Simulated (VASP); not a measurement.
Input of a VASP 6.6.1 run:

INCAR

```
SYSTEM = ZnS
PREC = Accurate
ENCUT = 600
EDIFF = 1E-7
ISMEAR = -1
SIGMA = 0.05
LREAL = .False.
LASPH = .True.
NELM = 100
ALGO = Normal
ISIF = 3
LWAVE = .False.
LCHARG = .False.
GGA = B5
ALDAX = 1.0
AGGAX = 1.0
AGGAC = 1.0
ALDAC = 0.0
IVDW = 13
VDW_S6 = 1.0
VDW_S8 = 2.34076671
VDW_A1 = 0.44488865
VDW_A2 = 4.0933009
IBRION = 2
NSW = 60
EDIFFG = -0.01
```

The input KPOINTS:

```
regular mesh
0
Gamma
  9 9 9
  0 0 0
```

File POSCAR:

```
ZnS
1.0
    0.0000000000      2.7020000000      2.7020000000
    2.7020000000      0.0000000000      2.7020000000
    2.7020000000      2.7020000000      0.0000000000
Zn S
1 1
Direct
    0.7500000000      0.7500000000      0.7500000000
    0.0000000000      0.0000000000      0.0000000000
```

Potentials or basis: VASP PAW PBE potentials, release 64 (Zn, S).

Launch:

```sh
$ cat potpaw_PBE.64/Zn/POTCAR potpaw_PBE.64/S/POTCAR > POTCAR
$ mpirun -np 1 vasp_std > vasp.out
```

Task: Predict the space group after relaxing (to 0.05 Å).

Result: F-43m (No. 216).

Task: What does it give for the relaxed volume?

Result: 19.76 Å³/atom.

Task: Predict the relaxed cell.

Result: a = 3.823 Å, b = 3.823 Å, c = 3.823 Å, α = 60.00°, β = 60.00°, γ = 60.00°.

Final structure:
```xyz
2
Lattice="0.0000 2.7033 2.7033 2.7033 0.0000 2.7033 2.7033 2.7033 0.0000" Properties=species:S:1:pos:R:3 pbc="T T T"
Zn    4.0550    4.0550    4.0550
S     5.4067    2.7033    2.7033
```

Caveat: the PAW data sets were made with another functional, which shifts forces and pressure a little.
